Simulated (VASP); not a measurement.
# B (P6_3/mmc) in VASP: further runs

B is run at these levels: PBE; tasks: relaxation of cell and atoms.

All numbers are computed with VASP 6.6.1; they aren't measurements. Logs are shortened: lines on timing, memory, paths and dates and some standing lists are left out, and cuts for length are marked.

## 1. The cell of the first run

It takes space group P6_3/mmc (No. 194, hexagonal). Conventional cell: a = 2.168 Å, b = 2.168 Å, c = 5.854 Å, α = 90.00°, β = 90.00°, γ = 120.00°. B (site symmetry -6m2) has 3 B at 1.25 Å within 1.7 Å. B (site symmetry -6m2) has 3 B at 1.25 Å within 1.7 Å.

## 2. Relaxation of cell and atoms, PBE, target pressure 100 GPa, at which the enthalpy is minimised

Input file INCAR:

```
SYSTEM = B
  PREC = Accurate
  ENCUT = 600
  EDIFF = 1E-7
  ISMEAR = -1
  SIGMA = 0.08
  LREAL = .False.
  LASPH = .True.
  NELM = 60
  ALGO = Normal
  ISIF = 3
  LWAVE = .False.
  LCHARG = .False.
  GGA = PE
  IBRION = 2
  NSW = 60
  EDIFFG = -0.005
  PSTRESS = 1000.0
```

Input file KPOINTS:

```
Automatic mesh
0
Gamma
  15 15 5
  0 0 0
```

Input file POSCAR:

```
B
1.0
    2.1680042419      0.0000000000      0.0000000000
   -1.0840021210      1.8775467490      0.0000000000
    0.0000000000      0.0000000000      5.8536114532
B
4
Direct
    0.0000000000      0.0000000000      0.2500000000
    0.0000000000      0.0000000000      0.7500000000
    0.3333333333      0.6666666667      0.2500000000
    0.6666666667      0.3333333333      0.7500000000
```

Potentials or basis: VASP PAW PBE potentials, release 64 (B).

Command:

```
$ cat potpaw_PBE.64/B/POTCAR > POTCAR
$ mpirun -np 1 vasp_std > vasp.out
```

OUTCAR:

```text
SYSTEM = B
   PREC = Accurate
   ENCUT = 600
   EDIFF = 1E-7
   ISMEAR = -1
   LREAL = .False.
   LASPH = .True.
   NELM = 60
   ISIF = 3
   GGA = PE
   IBRION = 2
   NSW = 60
   EDIFFG = -0.005
   PSTRESS = 1000.0

 ion  position               nearest neighbor table
   1  0.000  0.000  0.250-   3 1.25   3 1.25   3 1.25
   2  0.000  0.000  0.750-   4 1.25   4 1.25   4 1.25
   3  0.333  0.667  0.250-   1 1.25   1 1.25   1 1.25
   4  0.667  0.333  0.750-   2 1.25   2 1.25   2 1.25

  LATTYP: Found a hexagonal cell.
 ALAT       =     2.1680042419
 C/A-ratio  =     2.7000000000

  Lattice vectors:

 A1 = (   2.1680042419,   0.0000000000,   0.0000000000)
 A2 = (  -1.0840021210,   1.8775467490,   0.0000000000)
 A3 = (   0.0000000000,   0.0000000000,   5.8536114532)

Analysis of symmetry for initial positions (statically):
=====================================================================
 Subroutine PRICEL returns:
 Original cell was already a primitive cell.

 Routine SETGRP: Setting up the symmetry group for a
 hexagonal supercell.

 Subroutine GETGRP returns: Found 24 space group operations
 (whereof 12 operations were pure point group operations)
 out of a pool of 24 trial point group operations.

The static configuration has the point symmetry D_3d.
 The point group associated with its full space group is D_6h.

Analysis of symmetry for dynamics (positions and initial velocities):
=====================================================================
 Subroutine PRICEL returns:
 Original cell was already a primitive cell.

 Routine SETGRP: Setting up the symmetry group for a
 hexagonal supercell.

 Subroutine GETGRP returns: Found 24 space group operations
 (whereof 12 operations were pure point group operations)
 out of a pool of 24 trial point group operations.

The dynamic configuration has the point symmetry D_3d.
 The point group associated with its full space group is D_6h.

 Subroutine INISYM returns: Found 24 space group operations
 (whereof 12 operations are pure point group operations),
 and found     1 'primitive' translations

----------------------------------------------------------------------------------------

                                     Primitive cell

  volume of cell :      23.8273

  direct lattice vectors                    reciprocal lattice vectors
     2.168004242  0.000000000  0.000000000     0.461253710  0.266304954  0.000000000
    -1.084002121  1.877546749  0.000000000     0.000000000  0.532609907  0.000000000
     0.000000000  0.000000000  5.853611453     0.000000000  0.000000000  0.170834707

  length of vectors
     2.168004242  2.168004242  5.853611453     0.532609907  0.532609907  0.170834707

  position of ions in fractional coordinates (direct lattice)
     0.000000000  0.000000000  0.250000000
     0.000000000  0.000000000  0.750000000
     0.333333333  0.666666667  0.250000000
     0.666666667  0.333333333  0.750000000

  ion indices of the primitive-cell ions
   primitive index   ion index
                 1           1
                 2           2
                 3           3
                 4           4

----------------------------------------------------------------------------------------

 KPOINTS: Automatic mesh

Automatic generation of k-mesh.
 Grid dimensions read from file:
 generate k-points for:   15   15    5

 Generating k-lattice:

  Cartesian coordinates                     Fractional coordinates (reciprocal lattice)
     0.030750247  0.017753664  0.000000000     0.066666667  0.000000000  0.000000000
     0.000000000  0.035507327  0.000000000     0.000000000  0.066666667  0.000000000
     0.000000000  0.000000000  0.034166941     0.000000000  0.000000000  0.200000000

  Length of vectors
     0.035507327  0.035507327  0.034166941

  Shift w.r.t. Gamma in fractional coordinates (k-lattice)
     0.000000000  0.000000000  0.000000000

 Subroutine IBZKPT returns following result:
 ===========================================

 Found     81 irreducible k-points:

 Following reciprocal coordinates:
            Coordinates               Weight
  0.000000  0.000000  0.000000      1.000000
  0.066667  0.000000  0.000000      6.000000
  0.133333  0.000000  0.000000      6.000000
  0.200000  0.000000  0.000000      6.000000
  0.266667  0.000000  0.000000      6.000000
  0.333333  0.000000  0.000000      6.000000
[... 16 lines left out ...]
  0.333333  0.200000  0.000000     12.000000
  0.400000  0.200000  0.000000      6.000000
 [... further k-points ...]
   k-points           NKPTS =     81   k-points in BZ     NKDIM =     81   number of bands    NBANDS=     10
   number of dos      NEDOS =    301   number of ions     NIONS =      4
   total plane-waves  NPLWV =  15552
   dimension x,y,z NGX =    18 NGY =   18 NGZ =   48
   dimension x,y,z NGXF=    36 NGYF=   36 NGZF=   96
   ions per type =               4
   NGX,Y,Z   is equivalent  to a cutoff of  13.80, 13.80, 13.63 a.u.
   NGXF,Y,Z  is equivalent  to a cutoff of  27.61, 27.61, 27.26 a.u.
 SYSTEM =  B
   PREC   = accura    normal or accurate (medium, high low for compatibility)
   ISTART =      0    job   : 0-new  1-cont  2-samecut
   ICHARG =      2    charge: 1-file 2-atom 10-const
   ISPIN  =      1    spin polarized calculation?
   LNONCOLLINEAR =      F non collinear calculations
   LSORBIT =      F    spin-orbit coupling
   LASPH  =      T    aspherical Exc in radial PAW
   ENCUT  =  600.0 eV  44.10 Ry    6.64 a.u.   4.33  4.33 11.69*2*pi/ulx,y,z
   NELM   =     60;   NELMIN=  2; NELMDL= -5     # of ELM steps
   EDIFF  = 0.1E-06   stopping-criterion for ELM
   LREAL  =      F    real-space projection
   EDIFFG = -.5E-02   stopping-criterion for IOM
   NSW    =     60    number of steps for IOM
   IBRION =      2    ionic relax: 0-MD 1-quasi-New 2-CG
   NFREE  =      1    steps in history (QN), initial steepest desc. (CG)
   ISIF   =      3    stress and relaxation
   ISYM   =      2    0-nonsym 1-usesym 2-fastsym
   POTIM  = 0.5000    time-step for ionic-motion
   TEBEG  =    0.0;   TEEND  =   0.0 temperature during run
   PSTRESS= 1000.0 pullay stress
   NELECT =      12.0000    total number of electrons
   NUPDOWN=      -1.0000    fix difference up-down
   EMIN   =  10.00;   EMAX   =-10.00  energy-range for DOS
   EFERMI =   0.00;   METHOD = LEGACY
   ISMEAR =    -1;   SIGMA  =   0.08  broadening in eV -4-tet -1-fermi 0-gaus
   EFERMI_NEDOS =   21; number of points for ismear=-14 and -15
   IALGO  =     38    algorithm
   IMIX   =      4    mixing-type and parameters
     AMIX     =   0.40;   BMIX     =  1.00
     AMIX_MAG =   1.60;   BMIX_MAG =  1.00
  volume/ion in A,a.u.               =       5.96        40.20
  Fermi-wavevector in a.u.,A,eV,Ry     =   1.302498  2.461364 23.082290  1.696500
  Thomas-Fermi vector in A             =   2.433562
   LORBIT       =      0    0 simple, 1 ext, 2 COOP (PROOUT), +10 PAW based schemes
   GGA     = PE    functional components
   LHFCALC =     F    Hartree Fock is set to
   AEXX    =    0.0000 exact exchange contribution
   IVDW    =     0    specifies the selected vdW correction
   LEPSILON=     F    determine dielectric tensor
   LRPA    =     F    only Hartree local field effects (RPA)
 conjugate gradient relaxation of ions
 non-spin polarized calculation
  energy-cutoff  :      600.00
  volume of cell :       23.83
 maximum number of plane-waves:       833
 NGX is ok and might be reduce to    18

--------------------------------------- Ionic step        1  -------------------------------------------

 number of electron      12.0000000 magnetization

 Free energy of the ion-electron system (eV)
  ---------------------------------------------------
  ext. energy  EPLUGINS =         0.00000000
  ---------------------------------------------------
  free energy    TOTEN  =        -2.35412776 eV

  energy without entropy =       -2.31935017  energy(sigma->0) =       -2.33673896

------------------------ aborting loop because EDIFF is reached ----------------------------------------

  FORCE on cell =-STRESS in cart. coord.  units (eV):
  Direction    XX          YY          ZZ          XY          YZ          ZX
  --------------------------------------------------------------------------------------
  -------------------------------------------------------------------------------------
  Total       76.7376652     76.7376652      1.6533283     -0.0000000      0.0000000      0.0000000
  in kB     5159.9368318   5159.9368318    111.1718688     -0.0000001      0.0000000      0.0000000
  external PRESSURE =    2477.0151775 kB  Pullay stress =    1000.0000000 kB
[... 734 lines left out ...]
 k-point    24 :       0.4000    0.2000    0.0000
  band No.  band energies     occupation
      1      -3.3921      2.00000
      2      -2.8289      2.00000
      3       0.5464      2.00000
      4       4.7009      2.00000
      5      10.0914      2.00000
      6      10.2915      2.00000
      7      10.9215      1.99778
      8      12.2051      0.00019
      9      13.9068      0.00000
     10      16.5678      0.00000

 [... further k-points ...]

[... ionic steps 4 to 14 ...]

--------------------------------------- Ionic step       15  -------------------------------------------

 number of electron      12.0000000 magnetization

------------------------ aborting loop because EDIFF is reached ----------------------------------------

  FORCE on cell =-STRESS in cart. coord.  units (eV):
  Direction    XX          YY          ZZ          XY          YZ          ZX
  --------------------------------------------------------------------------------------
  -------------------------------------------------------------------------------------
  Total       13.7420161     13.7420161     14.0621945     -0.0000000     -0.0000000      0.0000000
  in kB      993.5149058    993.5149058   1016.6630384     -0.0000001     -0.0000000      0.0000000
  external PRESSURE =       1.2309500 kB  Pullay stress =    1000.0000000 kB
[... 65 lines left out ...]
  enthalpy is  TOTEN    =        -7.2212787498 eV   P V=       13.8503134309

--------------------------------------- Ionic step       17  -------------------------------------------

 number of electron      12.0000000 magnetization

 Free energy of the ion-electron system (eV)
  ---------------------------------------------------
  ext. energy  EPLUGINS =         0.00000000
  ---------------------------------------------------
  free energy    TOTEN  =       -21.06622262 eV

  energy without entropy =      -21.04315708  energy(sigma->0) =      -21.05468985

 E-fermi :   9.4667     XC(G=0): -13.0146

 val. band max:        9.4188558947   @ k =   0.4000   0.0000   0.2000
 cond. band min:       9.4680196544   @ k =   0.3333   0.0667   0.2000
 fundamental gap:      0.0491637598
 Fermi energy:         9.4666923205

 k-point     1 :       0.0000    0.0000    0.0000
  band No.  band energies     occupation
      1      -8.6966      2.00000
      2      -0.4669      2.00000
      3       4.0682      2.00000
      4       7.3291      2.00000
      5       7.3291      2.00000
      6      10.0528      0.00131
      7      10.0528      0.00131
      8      17.1544      0.00000
      9      18.1714      0.00000
     10      18.1714      0.00000
[... 330 lines left out ...]
  FREE ENERGIE OF THE ION-ELECTRON SYSTEM (eV)
  ---------------------------------------------------
  free  energy   TOTEN  =       -21.0662226169 eV

  energy  without entropy=      -21.0431570844  energy(sigma->0) =      -21.05468985

  enthalpy is  TOTEN    =        -7.2213210878 eV   P V=       13.8449015291

 reached required accuracy - stopping structural energy minimisation
```

Wall time 3.3 min (1 thread of Intel Xeon Platinum 8488C (Sapphire Rapids), shared host); peak memory 0.16 GiB.

Results:

```
Free energy                                            : -21.0662 eV
Relaxed volume                                         : 5.55 Å³/atom
Relaxed cell                                           : a = 2.751 Å, b = 2.751 Å, c = 3.383 Å, α = 90.00°, β = 90.00°, γ = 120.00°
Space group after relaxing (to 0.05 Å)                 : P6_3/mmc (No. 194)
Energy change on relaxing (the enthalpy is what falls) : -4678.0 meV/atom
Ionic steps                                            : 17
Pressure after relaxing                                : 100.0 GPa
Band gap on the k mesh                                 : zero (band 6 reaches 10.54 eV, above the bottom of band 7 at 8.07 eV)
```

The path:
| step | energy change (eV) | largest force (eV/Å) | pressure (GPa) | volume (Å³) |
| --- | --- | --- | --- | --- |
| 1 | 0.0000 | 0.0000 | 347.70 | 23.83 |
| 2 | -14.4063 | 0.0000 | -39.55 | 61.07 |
| 3 | -19.7225 | 0.0000 | 16.12 | 37.83 |
| 4 | -18.7693 | 0.0000 | 41.57 | 35.20 |
| 5 | -18.1080 | 0.0000 | 55.62 | 34.06 |
| 6 | -19.3159 | 0.0000 | 68.38 | 26.50 |
| 7 | 445.8150 | 0.0000 | 11711.00 | 5.43 |
| 8 | -19.3334 | 0.0000 | 69.57 | 26.21 |
| 9 | -8.4727 | 0.0000 | 332.98 | 16.31 |
| 10 | -19.2470 | 0.0000 | 84.46 | 23.77 |
| 11 | -16.8758 | 0.0000 | 141.45 | 20.16 |
| 12 | -18.6658 | 0.0000 | 103.20 | 22.12 |
| 13 | -18.5088 | 0.0000 | 107.07 | 21.87 |
| 14 | -18.9625 | 0.0000 | 90.25 | 22.61 |
| 15 | -18.6987 | 0.0000 | 100.12 | 22.16 |
| 16 | -18.7175 | 0.0000 | 99.91 | 22.19 |
| 17 | -18.7121 | 0.0000 | 99.97 | 22.18 |

Final structure:
```yaml
crystal:
  lattice:
    - [2.75144, 0.00000, 0.00000]
    - [-1.37572, 2.38282, 0.00000]
    - [0.00000, 0.00000, 3.38336]
  atoms:
    - { symbol: B, position: [0.00000, 0.00000, 0.25000] }
    - { symbol: B, position: [0.00000, 0.00000, 0.75000] }
    - { symbol: B, position: [0.33333, 0.66667, 0.25000] }
    - { symbol: B, position: [0.66667, 0.33333, 0.75000] }
```

Caveat: the cell is relaxed towards a set pressure, so the enthalpy falls and the energy may rise.

## 3. Relaxation of cell and atoms, PBE, target pressure 100 GPa, at which the enthalpy is minimised

This run uses another cell than the first one: it holds 2 atoms, not 4.

Input file INCAR:

```
  ALGO = Normal
  EDIFF = 1E-6
  EDIFFG = -0.005
  ENCUT = 600
  GGA = PE
  IBRION = 2
  ISIF = 3
  ISMEAR = -1
  LASPH = T
  LCHARG = F
  LREAL = F
  LWAVE = F
  NELM = 60
  NSW = 60
  PREC = Accurate
  PSTRESS = 1000.0
  SIGMA = 0.08
```

Input file KPOINTS:

```
k-points
0
Gamma
  23 23 12
```

Input file POSCAR:

```
B
1.0
    1.8763220100      0.0000000000      0.0000000000
   -0.9381610050      1.6249425264      0.0000000000
    0.0000000000      0.0000000000      3.0396416562
B
2
Direct
    0.3333333333      0.6666666667      0.2500000000
    0.6666666667      0.3333333333      0.7500000000
```

Potentials or basis: VASP PAW PBE potentials, release 64 (B).

Command:

```
$ cat potpaw_PBE.64/B/POTCAR > POTCAR
$ mpirun -np 1 vasp_std > vasp.out
```

It took 84 s on 1 thread of Intel Xeon Platinum 8488C (Sapphire Rapids), shared host; peak memory 0.14 GiB.

It converged, with:

```
Free energy                                            : -10.0613 eV
Relaxed volume                                         : 4.84 Å³/atom
Relaxed cell                                           : a = 1.735 Å, b = 1.735 Å, c = 3.714 Å, α = 90.00°, β = 90.00°, γ = 120.00°
Space group after relaxing (to 0.05 Å)                 : P6_3/mmc (No. 194)
Energy change on relaxing (the enthalpy is what falls) : -231.8 meV/atom
Ionic steps                                            : 18
Pressure after relaxing                                : 100.0 GPa
Band gap on the k mesh                                 : zero (band 3 reaches 16.45 eV, above the bottom of band 4 at 9.23 eV)
```

Stress tensor (GPa, compression positive):
```
100.07   0.00   0.00
  0.00 100.07   0.00
  0.00   0.00  99.98
```

The path:
```tsv
step	energy change (eV)	largest force (eV/Å)	pressure (GPa)	volume (Å³)
1	0.0000	0.0000	103.77	9.27
2	-0.1353	0.0000	94.38	9.41
3	-0.4467	0.0000	77.98	9.80
4	-0.5726	0.0000	74.03	9.96
5	-0.7639	0.0000	72.54	10.24
6	-0.6573	0.0000	72.79	10.08
7	-0.6538	0.0000	75.88	10.06
8	-0.6281	0.0000	86.39	9.97
9	-0.6126	0.0000	89.64	9.94
10	-0.5890	0.0000	91.11	9.90
11	-0.5136	0.0000	95.56	9.77
12	-0.4848	0.0000	97.20	9.72
13	-0.4771	0.0000	98.36	9.71
14	-0.4681	0.0000	99.69	9.69
15	-0.4677	0.0000	99.76	9.69
16	-0.4674	0.0000	99.81	9.69
17	-0.4664	0.0000	99.86	9.69
18	-0.4635	0.0000	100.04	9.69
```

Final structure:
```cif
data_structure
_symmetry_space_group_name_H-M 'P 1'
_symmetry_Int_Tables_number 1
_cell_length_a 1.7353
_cell_length_b 1.7353
_cell_length_c 3.7143
_cell_angle_alpha 90.000
_cell_angle_beta 90.000
_cell_angle_gamma 120.000
_cell_volume 9.69
loop_
_atom_site_label
_atom_site_type_symbol
_atom_site_fract_x
_atom_site_fract_y
_atom_site_fract_z
_atom_site_occupancy
B1 B 0.33333 0.66667 0.25000 1
B2 B 0.66667 0.33333 0.75000 1
```

Levels at points of the mesh, in eV from the Fermi level:
| k point | band 1 | band 2 | band 3 | band 4 | band 5 | band 6 | band 7 |
| --- | --- | --- | --- | --- | --- | --- | --- |
| (0.00, 0.00, 0.00) | -21.21 | -13.41 | -11.48 | 8.82 | 21.80 | 22.77 | 22.77 |
| (0.00, 0.00, 0.50) | -19.06 | -19.06 | -1.58 | -1.58 | 23.45 | 23.45 | 23.45 |

Caveat: the cell is relaxed towards a set pressure, so the enthalpy falls and the energy may rise.

## 4. Relaxation of cell and atoms, PBE, target pressure 100 GPa, at which the enthalpy is minimised

This run uses another cell than the first one: it holds 2 atoms, not 4.

Input file INCAR:

```
SYSTEM = B
PREC = Accurate ; ENCUT = 600
EDIFF = 1E-6 ; ISMEAR = -1
SIGMA = 0.08 ; LREAL = .FALSE.
LASPH = .TRUE. ; NELM = 80
ALGO = Normal ; ISIF = 3
LWAVE = .FALSE. ; LCHARG = .FALSE.
GGA = PE ; IBRION = 2
NSW = 32 ; EDIFFG = -0.005
PSTRESS = 1000.0
```

Input file KPOINTS:

```
regular mesh
0
G
  23 23 12
  0 0 0
```

Input file POSCAR:

```
B
1.0
    1.7354459172      0.0000000000      0.0000000000
   -0.8677229586      1.5029402512      0.0000000000
    0.0000000000      0.0000000000      3.7130722337
B
2
Direct
    0.3333333333      0.6666666667      0.2500000000
    0.6666666667      0.3333333333      0.7500000000
```

Command:

```
$ cat potpaw_PBE.64/B/POTCAR > POTCAR
$ mpirun -np 1 vasp_std > vasp.out
```

Run time: 18 s. Hardware: 1 thread of Intel Xeon Platinum 8488C (Sapphire Rapids), shared host; peak memory 0.13 GiB.

Results (log left out):

```
Free energy             : -10.0614 eV
Pressure after relaxing : 99.9 GPa
Band gap on the k mesh  : zero (band 3 reaches 16.45 eV, above the bottom of band 4 at 9.23 eV)
```

Final structure:
```yaml
crystal:
  lattice:
    - [1.73545, 0.00000, 0.00000]
    - [-0.86772, 1.50294, 0.00000]
    - [0.00000, 0.00000, 3.71307]
  atoms:
    - { symbol: B, position: [0.33333, 0.66667, 0.25000] }
    - { symbol: B, position: [0.66667, 0.33333, 0.75000] }
```

Levels at points of the mesh, in eV from the Fermi level:
```csv
k point,band 1,band 2,band 3,band 4,band 5,band 6,band 7
"(0.00, 0.00, 0.00)",-21.21,-13.41,-11.47,8.83,21.82,22.76,22.76
"(0.00, 0.00, 0.50)",-19.06,-19.06,-1.58,-1.58,23.44,23.44,23.44
```

Caveat: the relaxation stopped at its first step, so nothing moved; the cell is relaxed towards a set pressure, so the enthalpy falls and the energy may rise.

## 5. Overview

| cell | k mesh | gap on the mesh (eV) | pressure (GPa) |
| --- | --- | --- | --- |
| relaxed to 100 GPa from a = 2.168, b = 2.168, c = 5.854 Å, angles 90.0, 90.0, 120.0°, 4 atoms | 15 × 15 × 5 | none | 100.0 |
| relaxed to 100 GPa from a = 1.876, b = 1.876, c = 3.040 Å, angles 90.0, 90.0, 120.0°, 2 atoms | 23 × 23 × 12 | none | 100.0 |
| relaxed to 100 GPa from a = 1.735, b = 1.735, c = 3.713 Å, angles 90.0, 90.0, 120.0°, 2 atoms | 23 × 23 × 12 | none | 99.9 |

Alike in all rows: task relaxation of cell and atoms; level PBE; potentials or basis VASP PAW PBE potentials, release 64 (B); no spin polarisation; cutoff (eV) 600; smearing fermi-dirac 0.08 eV.

Caveats: the cell is relaxed towards a set pressure, so the enthalpy falls and the energy may rise; the relaxation stopped at its first step, so nothing moved (some runs).

Total energies depend on the potentials used, so only differences within one code and one set of settings carry meaning.
